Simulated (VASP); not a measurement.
# ScAl3N4 (Cm) in VASP: further runs

The runs below take ScAl3N4 through single point, relaxation of cell and atoms, with r2SCAN.

Everything below comes from runs of VASP 6.6.1. Logs are shortened: lines on timing, memory, paths and dates and some standing lists are left out, and cuts for length are marked.

### Step 1. The cell of the first run

Symmetry: Cm, No. 8, monoclinic system. Conventional cell: a = 11.563 Å, b = 3.205 Å, c = 5.597 Å, α = 90.00°, β = 118.94°, γ = 90.00°. Sc (site symmetry m) has 4 N at 1.98 to 2.15 Å within 2.6 Å. Within 2.4 Å of Al (site symmetry m) lie 4 N at 1.84 to 2.05 Å. Al (site symmetry m) has 4 N at 1.90 to 1.97 Å within 2.5 Å. Al (site symmetry m) has 4 N at 1.90 to 2.00 Å within 2.5 Å. Within 2.5 Å of N (site symmetry m) lie 3 Al at 1.90 Å and 1 Sc at 2.15 Å. N (site symmetry m) has 4 Al at 1.93 to 2.05 Å within 2.6 Å. Within 2.4 Å of N (site symmetry m) lie 2 Al at 1.84 to 1.97 Å and 2 Sc at 1.98 Å. N (site symmetry m) has 3 Al at 1.88 to 2.00 Å and 1 Sc at 2.03 Å within 2.5 Å.

### Step 2. Single point, r2SCAN (atoms moved along the polar distortion)

POSCAR reads:

```
ScAl3N4
1.0
   -3.2052862866      0.0000000000      0.0000000000
    0.0000000000      5.5969653234      0.0002871281
    1.6026431433     -2.7987429175     -5.0597362566
Sc Al N
1 3 4
Direct
    0.0090756524      0.3397405944      0.0181513047
    0.5044025304      0.8405241354      0.0088050608
    0.7572533587      0.4207719907      0.5145067174
    0.2506779799      0.9211179441      0.5013559598
    0.7969130781      0.1278858227      0.5938261562
    0.3020503937      0.6383755497      0.6041007874
    0.5624093370      0.2105871478      0.1248186741
    0.0532176697      0.7369968150      0.1064353394
```

INCAR.step1 reads:

```
SYSTEM = ScAl3N4
PREC = Accurate
ENCUT = 520
ISMEAR = 0
SIGMA = 0.01
LREAL = .FALSE.
LASPH = .TRUE.
NELM = 60
NBANDS = 30
GGA = PE
ALGO = Normal
EDIFF = 1E-4
LWAVE = .TRUE.
LCHARG = .FALSE.
```

INCAR.step2 reads:

```
SYSTEM = ScAl3N4
PREC = Accurate
ENCUT = 520
EDIFF = 1E-6
ISMEAR = 0
SIGMA = 0.01
LREAL = .FALSE.
LASPH = .TRUE.
NELM = 60
ALGO = Normal
ISIF = 2
LWAVE = .FALSE.
LCHARG = .FALSE.
METAGGA = R2SCAN
LMIXTAU = .TRUE.
NBANDS = 30
ISTART = 1
```

KPOINTS reads:

```
Automatic mesh
0
G
  10 10 10
  0 0 0
```

Potentials or basis: VASP PAW PBE potentials, release 64 (Sc_sv, Al, N).

Started as:

```bash
> cat potpaw_PBE.64/Sc_sv/POTCAR potpaw_PBE.64/Al/POTCAR potpaw_PBE.64/N/POTCAR > POTCAR
> cp INCAR.step1 INCAR
> mpirun -np 1 vasp_std > vasp.out
> cp INCAR.step2 INCAR
> mpirun -np 1 vasp_std > vasp.out
```

OUTCAR:

```text
SYSTEM = ScAl3N4
   PREC = Accurate
   ENCUT = 520
   EDIFF = 1E-6
   ISMEAR = 0
   LREAL = .FALSE.
   LASPH = .TRUE.
   NELM = 60
   ISIF = 2
   METAGGA = R2SCAN
   ISTART = 1

 ion  position               nearest neighbor table
   1  0.009  0.340  0.018-   7 1.98   7 1.98   8 2.03   5 2.15   4 3.10   3 3.12   3 3.12   3 3.16
                             4 3.20   4 3.20   2 3.20   2 3.20   2 3.25   2 3.25
   2  0.504  0.841  0.009-   7 1.84   8 1.88   8 1.88   6 2.05   4 3.10   4 3.10   3 3.12   3 3.12
                             3 3.15   4 3.18   1 3.20   1 3.20   1 3.25   1 3.25
   3  0.757  0.421  0.515-   5 1.90   6 1.93   6 1.93   7 1.97   1 3.12   1 3.12   2 3.12   2 3.12
                             2 3.15   1 3.16   4 3.19   4 3.19   4 3.26   4 3.26
   4  0.251  0.921  0.501-   5 1.90   5 1.90   6 1.94   8 2.00   1 3.10   2 3.10   2 3.10   2 3.18
                             3 3.19   3 3.19   1 3.20   1 3.20   3 3.26   3 3.26
   5  0.797  0.128  0.594-   4 1.90   4 1.90   3 1.90   1 2.15
   6  0.302  0.638  0.604-   3 1.93   3 1.93   4 1.94   2 2.05
   7  0.562  0.211  0.125-   2 1.84   3 1.97   1 1.98   1 1.98
   8  0.053  0.737  0.106-   2 1.88   2 1.88   4 2.00   1 2.03

  LATTYP: Found a base centered monoclinic cell.
 ALAT       =    11.5634033255
 B/A-ratio  =     0.2771922933
 C/A-ratio  =     0.4840240519
 COS(beta)  =    -0.4839341447

  Lattice vectors:

 A1 = (  -1.6026431433,  -2.7982224059,   5.0594491285)
 A2 = (   1.6026431433,  -2.7982224059,   5.0594491285)
 A3 = (   0.0000000000,   5.5969653234,   0.0002871281)

Analysis of symmetry for initial positions (statically):
=====================================================================
 Subroutine PRICEL returns:
 Original cell was already a primitive cell.

 Routine SETGRP: Setting up the symmetry group for a
 base centered monoclinic supercell.

 Subroutine GETGRP returns: Found  2 space group operations
 (whereof  2 operations were pure point group operations)
 out of a pool of  4 trial point group operations.

The static configuration has the point symmetry C_1h.

Analysis of symmetry for dynamics (positions and initial velocities):
=====================================================================
 Subroutine PRICEL returns:
 Original cell was already a primitive cell.

 Routine SETGRP: Setting up the symmetry group for a
 base centered monoclinic supercell.

 Subroutine GETGRP returns: Found  2 space group operations
 (whereof  2 operations were pure point group operations)
 out of a pool of  4 trial point group operations.

The dynamic configuration has the point symmetry C_1h.

 Subroutine INISYM returns: Found  2 space group operations
 (whereof  2 operations are pure point group operations),
 and found     1 'primitive' translations

----------------------------------------------------------------------------------------

                                     Primitive cell

  volume of cell :      90.7685

  direct lattice vectors                    reciprocal lattice vectors
    -3.205286287  0.000000000  0.000000000    -0.311984612  0.000005070 -0.098822184
     0.000000000  5.596965323  0.000287128     0.000000000  0.178673320 -0.098831375
     1.602643143 -2.798742917 -5.059736257     0.000000000  0.000010139 -0.197644369

  length of vectors
     3.205286287  5.596965331  6.000196493     0.327261703  0.204185690  0.197644369

  position of ions in fractional coordinates (direct lattice)
     0.009075652  0.339740594  0.018151305
     0.504402530  0.840524135  0.008805061
     0.757253359  0.420771991  0.514506717
     0.250677980  0.921117944  0.501355960
     0.796913078  0.127885823  0.593826156
     0.302050394  0.638375550  0.604100787
     0.562409337  0.210587148  0.124818674
     0.053217670  0.736996815  0.106435339

  ion indices of the primitive-cell ions
   primitive index   ion index
                 1           1
                 2           2
                 3           3
                 4           4
                 5           5
                 6           6
                 7           7
                 8           8

----------------------------------------------------------------------------------------

 KPOINTS: Automatic mesh

Automatic generation of k-mesh.
 Grid dimensions read from file:
 generate k-points for:   10   10   10

 Generating k-lattice:

  Cartesian coordinates                     Fractional coordinates (reciprocal lattice)
    -0.031198461  0.000000507 -0.009882218     0.100000000  0.000000000  0.000000000
     0.000000000  0.017867332 -0.009883137     0.000000000  0.100000000 -0.000000000
     0.000000000  0.000001014 -0.019764437     0.000000000  0.000000000  0.100000000

  Length of vectors
     0.032726170  0.020418569  0.019764437

  Shift w.r.t. Gamma in fractional coordinates (k-lattice)
     0.000000000  0.000000000  0.000000000

 Subroutine IBZKPT returns following result:
 ===========================================

 Found    282 irreducible k-points:

 Following reciprocal coordinates:
            Coordinates               Weight
  0.000000  0.000000  0.000000      1.000000
  0.100000 -0.000000 -0.000000      4.000000
  0.200000 -0.000000 -0.000000      4.000000
  0.300000  0.000000 -0.000000      4.000000
  0.400000 -0.000000 -0.000000      4.000000
  0.500000 -0.000000  0.000000      2.000000
[... 16 lines left out ...]
 -0.400000  0.200000  0.000000      4.000000
 -0.300000  0.200000  0.000000      4.000000
 [... further k-points ...]
   k-points           NKPTS =    282   k-points in BZ     NKDIM =    282   number of bands    NBANDS=     30
   number of dos      NEDOS =    301   number of ions     NIONS =      8
   total plane-waves  NPLWV =  48384
   dimension x,y,z NGX =    24 NGY =   42 NGZ =   48
   dimension x,y,z NGXF=    48 NGYF=   84 NGZF=   96
   ions per type =               1   3   4
   NGX,Y,Z   is equivalent  to a cutoff of  12.45, 12.48, 13.30 a.u.
   NGXF,Y,Z  is equivalent  to a cutoff of  24.90, 24.95, 26.60 a.u.
 SYSTEM =  ScAl3N4
   PREC   = accura    normal or accurate (medium, high low for compatibility)
   ISTART =      1    job   : 0-new  1-cont  2-samecut
   ICHARG =      0    charge: 1-file 2-atom 10-const
   ISPIN  =      1    spin polarized calculation?
   LNONCOLLINEAR =      F non collinear calculations
   LSORBIT =      F    spin-orbit coupling
   LASPH  =      T    aspherical Exc in radial PAW
   ENCUT  =  520.0 eV  38.22 Ry    6.18 a.u.   5.96 10.41 11.16*2*pi/ulx,y,z
   NELM   =     60;   NELMIN=  2; NELMDL=  0     # of ELM steps
   EDIFF  = 0.1E-05   stopping-criterion for ELM
   LREAL  =      F    real-space projection
   EDIFFG = 0.1E-04   stopping-criterion for IOM
   NSW    =      0    number of steps for IOM
   IBRION =     -1    ionic relax: 0-MD 1-quasi-New 2-CG
   NFREE  =      0    steps in history (QN), initial steepest desc. (CG)
   ISIF   =      2    stress and relaxation
   ISYM   =      2    0-nonsym 1-usesym 2-fastsym
   POTIM  = 0.5000    time-step for ionic-motion
   TEBEG  =    0.0;   TEEND  =   0.0 temperature during run
   PSTRESS=    0.0 pullay stress
   NELECT =      40.0000    total number of electrons
   NUPDOWN=      -1.0000    fix difference up-down
   EMIN   =  10.00;   EMAX   =-10.00  energy-range for DOS
   EFERMI =   0.00;   METHOD = LEGACY
   ISMEAR =     0;   SIGMA  =   0.01  broadening in eV -4-tet -1-fermi 0-gaus
   EFERMI_NEDOS =   21; number of points for ismear=-14 and -15
   IALGO  =     38    algorithm
   IMIX   =      4    mixing-type and parameters
     AMIX     =   0.40;   BMIX     =  1.00
     AMIX_MAG =   1.60;   BMIX_MAG =  1.00
  volume/ion in A,a.u.               =      11.35        76.57
  Fermi-wavevector in a.u.,A,eV,Ry     =   1.245804  2.354229 21.116628  1.552028
  Thomas-Fermi vector in A             =   2.380010
   LORBIT       =      0    0 simple, 1 ext, 2 COOP (PROOUT), +10 PAW based schemes
   METAGGA = R2SCAN    functional components
   LHFCALC =     F    Hartree Fock is set to
   AEXX    =    0.0000 exact exchange contribution
   IVDW    =     0    specifies the selected vdW correction
   LEPSILON=     F    determine dielectric tensor
   LRPA    =     F    only Hartree local field effects (RPA)
 non-spin polarized calculation
 Gauss-broadening in eV      SIGMA  =   0.01
  energy-cutoff  :      520.00
  volume of cell :       90.77
 maximum number of plane-waves:      2467
   NGX = 11   NGY = 21   NGZ = 23

 number of electron      40.0000000 magnetization

 Free energy of the ion-electron system (eV)
  ---------------------------------------------------
  ext. energy  EPLUGINS =         0.00000000
  ---------------------------------------------------
  free energy    TOTEN  =       -81.12015437 eV

  energy without entropy =      -81.12015437  energy(sigma->0) =      -81.12015437

 E-fermi :   5.0786     XC(G=0): -11.3632

 val. band max:        4.9771443979   @ k =   0.5000   0.5000   0.2000
 cond. band min:       9.1233829296   @ k =   0.0000   0.0000   0.0000
 fundamental gap:      4.1462385318
 Fermi energy:         5.0785869927

 k-point     1 :       0.0000    0.0000    0.0000
  band No.  band energies     occupation
      1     -43.4363      2.00000
      2     -21.3271      2.00000
      3     -21.2930      2.00000
      4     -21.1227      2.00000
      5     -10.3244      2.00000
      6      -8.5452      2.00000
[... 22 lines left out ...]
     29      14.5964      0.00000
     30      15.7342      0.00000

 k-point     2 :       0.1000   -0.0000   -0.0000
  band No.  band energies     occupation
      1     -43.4329      2.00000
      2     -21.3253      2.00000
      3     -21.2897      2.00000
      4     -21.1619      2.00000
      5     -10.2271      2.00000
      6      -8.5355      2.00000
[... 718 lines left out ...]
 k-point    24 :      -0.3000    0.2000    0.0000
  band No.  band energies     occupation
      1     -43.4128      2.00000
      2     -21.4483      2.00000
      3     -21.2755      2.00000
      4     -21.2453      2.00000
      5      -9.5089      2.00000
      6      -8.4184      2.00000
[... 22 lines left out ...]
     29      14.3654      0.00000
     30      15.0196      0.00000

 [... further k-points ...]

------------------------ aborting loop because EDIFF is reached ----------------------------------------

  FORCE on cell =-STRESS in cart. coord.  units (eV):
  Direction    XX          YY          ZZ          XY          YZ          ZX
  --------------------------------------------------------------------------------------
  -------------------------------------------------------------------------------------
  Total        2.0885183      2.1383223     -3.4386306      0.0000000      0.0844816      0.0000000
  in kB       36.8649691     37.7440716    -60.6961448      0.0000000      1.4912062      0.0000000
  external PRESSURE =       4.6376320 kB  Pullay stress =       0.0000000 kB

 VOLUME and BASIS-vectors are now :
 -----------------------------------------------------------------------------
  energy-cutoff  :      520.00
  volume of cell :       90.77
      direct lattice vectors                 reciprocal lattice vectors
    -3.205286287  0.000000000  0.000000000    -0.311984612  0.000005070 -0.098822184
     0.000000000  5.596965323  0.000287128     0.000000000  0.178673320 -0.098831375
     1.602643143 -2.798742917 -5.059736257     0.000000000  0.000010139 -0.197644369

 POSITION                                       TOTAL-FORCE (eV/Angst)
 -----------------------------------------------------------------------------------
     -0.00000      1.85072     -0.09174        -0.000000      0.099991      0.746051
     -1.60264      4.67974     -0.04431        -0.000000     -0.015569      0.566937
     -1.60264      0.91507     -2.60315         0.000000     -0.027721      0.887610
      0.00000      3.75230     -2.53646         0.000000     -0.037866      0.863367
     -1.60264     -0.94619     -3.00457         0.000000      0.044322     -0.446365
      0.00000      1.88224     -3.05641         0.000000      0.023255     -0.550200
     -1.60264      0.82931     -0.63149        -0.000000     -0.664039     -1.206781
      0.00000      3.82706     -0.53832         0.000000      0.577628     -0.860618
 -----------------------------------------------------------------------------------
    total drift:                                0.000022      0.002023      0.009544

  FREE ENERGIE OF THE ION-ELECTRON SYSTEM (eV)
  ---------------------------------------------------
  free  energy   TOTEN  =       -81.1201543723 eV

  energy  without entropy=      -81.1201543723  energy(sigma->0) =      -81.12015437
```

It took 74 min on 1 thread of Oxide Virtual Turin-like, shared host; peak memory 0.69 GiB.

Results:

* Free energy: -81.1202 eV
* Pressure: 0.5 GPa
* Largest force: 1.377 eV/Å
* Band gap on the k mesh: 4.15 eV (least direct gap 4.16 eV)

Forces on the atoms (eV/Å):
```
Sc   0.000  0.100  0.746
Al   0.000 -0.016  0.567
Al   0.000 -0.028  0.888
Al   0.000 -0.038  0.863
N    0.000  0.044 -0.446
N    0.000  0.023 -0.550
N    0.000 -0.664 -1.207
N    0.000  0.578 -0.861
```

Caveat: the cell differs from its parent crystal (atoms moved along the polar distortion); the stress differs along the axes, from -6 to 4 GPa; the PAW data sets were made with another functional, which shifts forces and pressure a little.

### Step 3. Relaxation of cell and atoms, r2SCAN

This run uses another cell than the first one, of 11.37 Å³/atom.

POSCAR reads:

```
ScAl3N4
1.0
   -3.2215000000      0.0000000000      0.0000000000
    0.0000000000      5.5798016766      0.0000000000
    1.6107500000     -2.7899008383     -5.0615000000
Sc Al N
1 3 4
Direct
    0.0000000000      0.3333333300      0.0000000000
    0.5000000000      0.8333333300      0.0000000000
    0.7500000000      0.4166666700      0.5000000000
    0.2500000000      0.9166666700      0.5000000000
    0.8090000000      0.1423333300      0.6180000000
    0.3090000000      0.6423333300      0.6180000000
    0.5590000000      0.2256666700      0.1180000000
    0.0590000000      0.7256666700      0.1180000000
```

INCAR.step1 reads:

```
PREC = Accurate
ENCUT = 600
ISMEAR = 0
SIGMA = 0.1
LREAL = False
LASPH = True
NELM = 60
GGA = PE
ALGO = Normal
EDIFF = 1E-4
LWAVE = True
LCHARG = False
```

INCAR.step2 reads:

```
PREC = Accurate
ENCUT = 600
EDIFF = 1E-7
ISMEAR = 0
SIGMA = 0.1
LREAL = False
LASPH = True
NELM = 60
ALGO = Normal
ISIF = 3
LWAVE = False
LCHARG = False
METAGGA = R2SCAN
LMIXTAU = True
IBRION = 2
NSW = 100
EDIFFG = -0.05
ISTART = 1
```

KPOINTS reads:

```
regular mesh
0
Gamma
  6 6 6
```

Potentials or basis: VASP PAW PBE potentials, release 64 (Sc_sv, Al, N).

Started as:

```bash
> cat potpaw_PBE.64/Sc_sv/POTCAR potpaw_PBE.64/Al/POTCAR potpaw_PBE.64/N/POTCAR > POTCAR
> cp INCAR.step1 INCAR
> mpirun -np 1 vasp_std > vasp.out
> cp INCAR.step2 INCAR
> mpirun -np 1 vasp_std > vasp.out
```

It took 2.1 h on 1 thread of Oxide Virtual Turin-like, shared host; peak memory 0.37 GiB.

Results (log left out):

```yaml
Free_energy: -81.2841 eV
Relaxed_volume: 11.35 Å³/atom
Relaxed_cell: a = 3.202 Å, b = 5.595 Å, c = 6.007 Å, α = 117.73°, β = 105.46°, γ = 90.00°
Space_group_after_relaxing_to_0.1_Å: Cm (No. 8)
Energy_gained_by_relaxing: 82.1 meV/atom
Ionic_steps: 10
Pressure_after_relaxing: 0.1 GPa
Largest_force_after_relaxing: 0.045 eV/Å
Band_gap_on_the_k_mesh: 4.30 eV (least direct gap 4.45 eV)
```

Forces in eV/Å, atoms in the order of the input:
```
Sc   0.000 -0.016 -0.030
Al   0.000 -0.036  0.013
Al   0.000  0.017 -0.042
Al   0.000  0.027 -0.012
N    0.000 -0.003 -0.014
N    0.000  0.003  0.031
N    0.000 -0.009  0.043
N    0.000  0.016  0.011
```

Stress tensor (GPa, compression positive):
```
0.20 0.00 0.00
0.00 0.03 0.06
0.00 0.06 0.15
```

The path:
| step | energy change (eV) | largest force (eV/Å) | pressure (GPa) | volume (Å³) |
| --- | --- | --- | --- | --- |
| 1 | 0.0000 | 3.6449 | 2.57 | 90.98 |
| 2 | -0.4622 | 1.6104 | -4.66 | 93.40 |
| 3 | -0.6046 | 0.5155 | -3.12 | 92.56 |
| 4 | -0.6309 | 0.3740 | 2.25 | 89.92 |
| 5 | -0.6397 | 0.2619 | 0.39 | 90.78 |
| 6 | -0.6481 | 0.1897 | 0.19 | 90.86 |
| 7 | -0.6502 | 0.2683 | 0.04 | 90.93 |
| 8 | -0.6556 | 0.1136 | -0.18 | 91.01 |
| 9 | -0.6562 | 0.1182 | -0.29 | 91.05 |
| 10 | -0.6572 | 0.0450 | 0.13 | 90.84 |

Final structure:
```
CELL_PARAMETERS angstrom
-3.20205 0.00000 0.00000
0.00000 5.59546 -0.00142
1.60103 -2.79644 -5.06920
ATOMIC_POSITIONS crystal
Sc 0.00455 0.33530 0.00910
Al 0.50036 0.83757 0.00071
Al 0.75317 0.41610 0.50635
Al 0.24531 0.91540 0.49063
N 0.79926 0.12942 0.59852
N 0.30683 0.64338 0.61365
N 0.56880 0.21402 0.13760
N 0.05772 0.74481 0.11543
```

Levels at points of the mesh, in eV from the valence-band top:
| k point | band 16 | band 17 | band 18 | band 19 | band 20 | band 21 | band 22 | band 23 | band 24 | band 25 |
| --- | --- | --- | --- | --- | --- | --- | --- | --- | --- | --- |
| (0.00, 0.00, 0.00) | -0.64 | -0.63 | -0.51 | -0.40 | -0.15 | 4.30 | 5.03 | 5.47 | 5.64 | 6.09 |
| (0.50, 0.00, 0.00) | -1.82 | -1.33 | -0.92 | -0.36 | -0.21 | 4.87 | 5.21 | 5.59 | 6.52 | 6.68 |
| (0.00, 0.50, 0.00) | -1.06 | -0.74 | -0.67 | -0.34 | -0.26 | 5.08 | 5.93 | 6.20 | 6.44 | 7.03 |
| (0.00, 0.50, 0.50) | -1.06 | -1.02 | -0.95 | -0.13 | -0.03 | 5.21 | 5.66 | 6.14 | 6.44 | 6.75 |
| (0.50, 0.50, 0.00) | -1.59 | -1.49 | -0.96 | -0.25 | -0.01 | 4.76 | 4.98 | 5.52 | 5.80 | 6.80 |
| (0.00, 0.00, 0.50) | -0.95 | -0.80 | -0.68 | -0.45 | -0.37 | 4.86 | 5.21 | 6.04 | 6.33 | 7.11 |

Caveat: the PAW data sets were made with another functional, which shifts forces and pressure a little; the relaxation stopped at a loose force limit of 0.05 eV/Å, so its end isn't a converged minimum.
